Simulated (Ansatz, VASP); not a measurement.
Two plane-wave programs on Cu

The input INCAR:

```
SYSTEM = Cu
PREC = Accurate
ENCUT = 520
EDIFF = 1E-7
ISMEAR = 0
SIGMA = 0.15
LREAL = .FALSE.
LASPH = .TRUE.
NELM = 100
ALGO = Fast
ISIF = 2
LWAVE = .FALSE.
LCHARG = .FALSE.
GGA = PS
NBANDS = 12
```

The input KPOINTS:

```
Automatic mesh
0
G
  34 34 34
  0 0 0
```

The input POSCAR:

```
Cu
1.0
   -1.4858197942      1.4858197942      1.2864702837
    1.4858197942     -1.4858197942      1.2864702837
    1.4858197942      1.4858197942     -1.2864702837
Cu
1
Direct
    0.0000000000      0.0000000000      0.0000000000
```

Input for Ansatz:

```yaml
crystal:
  lattice:
    - [-1.4858197942, 1.4858197942, 1.2864702837]
    - [1.4858197942, -1.4858197942, 1.2864702837]
    - [1.4858197942, 1.4858197942, -1.2864702837]
  atoms:
    - { symbol: Cu, position: [0.0, 0.0, 0.0] }
basis:
  ecutwfc: 420
kpoints:
  mp_grid: { grid: [34, 34, 34] }
hamiltonian:
  xc: pbesol
scf:
  occupations: { method: gaussian, width: 0.15 }
output:
  forces: true
  stress: true
  eigenvalues: true
```

Alike in both runs: task single point; functional PBEsol; k mesh 34 × 34 × 34; occupations gaussian, width 0.15 eV; no spin polarisation.

|  | VASP | Ansatz |
| --- | --- | --- |
| version | VASP 6.6.1 | Ansatz 0.2.0 |
| potentials or method | VASP PAW PBE potentials, release 64 (Cu), cutoff 520 eV | scalar-relativistic, plane waves, PAW |
| valence electrons in the cell | 11 | 19 |

```csv
,VASP,Ansatz,Ansatz less VASP
gap on the k mesh at the Fermi level (eV),none,none,-
pressure (GPa),1.6,0.6,-0.96
"traceless stress, the component that is largest in VASP (GPa)",2.40,2.35,-0.051
```

VASP's potentials were made for PBE, not for PBEsol. A gap of «none» marks a metal or a gap that the smearing closes. VASP's potentials hold 11 valence electrons a cell and Ansatz's 19, so a difference there can come from the potentials and not from the codes.
